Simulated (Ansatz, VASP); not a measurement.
## Two plane-wave programs on KMgF3

```
K Mg F
1.0
     3.98855    0.10360    0.10360
     0.10360    3.98855    0.10360
     0.10360    0.10360    3.98855
K Mg F
1 1 3
Cartesian
  2.0979 2.0979 2.0979
  0.0000 0.0000 0.0000
  1.9943 0.0518 0.0518
  0.0518 1.9943 0.0518
  0.0518 0.0518 1.9943
```

Alike in both runs: task single point; functional LDA; k mesh 6 × 6 × 6; occupations gaussian, width 0.05 eV; no spin polarisation.

|  | VASP | Ansatz |
| --- | --- | --- |
| version | VASP 6.6.1 | Ansatz 0.2.0 |
| potentials or method | VASP PAW LDA potentials, release 64 (K_sv, Mg, F), cutoff 520 eV | scalar-relativistic, plane waves, PAW |
| valence electrons in the cell | 32 | 40 |

VASP gave:

```
gap on the k mesh at the Fermi level (eV)                     : 6.86
least direct gap on the mesh (eV)                             : 7.09
pressure (GPa)                                                : -5.1
traceless stress, the component that is largest in VASP (GPa) : -2.30
```

**Question.** What did Ansatz give for the same quantities?

**Answer.** gap on the k mesh at the Fermi level (eV): 6.89; least direct gap on the mesh (eV): 7.12; pressure (GPa): -4.3; traceless stress, the component that is largest in VASP (GPa): -2.28.

LDA's correlation is that of Perdew and Zunger in VASP and of Perdew and Wang (1992) in Ansatz. VASP's potentials hold 32 valence electrons a cell and Ansatz's 40, so a difference there can come from the potentials and not from the codes.
